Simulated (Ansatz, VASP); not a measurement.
One calculation of Hg, two programs

```xyz
2
Lattice="3.1935 0.0000 0.0000 -1.5967 2.7657 0.0000 0.0000 0.0000 4.6914" Properties=species:S:1:pos:R:3 pbc="T T T"
Hg    1.5968    0.9219    3.5185
Hg    0.0000    1.8438    1.1728
```

Alike in both runs: task single point; functional PBEsol; dispersion D3(BJ); k mesh 18 × 18 × 10; occupations gaussian, width 0.15 eV; no spin polarisation.

|  | VASP | Ansatz |
| --- | --- | --- |
| version | VASP 6.6.1 | Ansatz 0.2.0 |
| potentials or method | VASP PAW PBE potentials, release 64 (Hg_sv_GW), cutoff 550 eV | scalar-relativistic, plane waves, PAW |
| valence electrons in the cell | 40 | 40 |

Ansatz gave:

* gap on the k mesh at the Fermi level (eV): none
* pressure (GPa): 3.7
* traceless stress, the component that is largest in VASP (GPa): -0.23

Q: What did VASP give for the same quantities?

A: gap on the k mesh at the Fermi level (eV): none; pressure (GPa): 3.5; traceless stress, the component that is largest in VASP (GPa): -0.17.

VASP's potentials were made for PBE, not for PBEsol. A gap of «none» marks a metal or a gap that the smearing closes.

Spin-orbit coupling is off throughout.
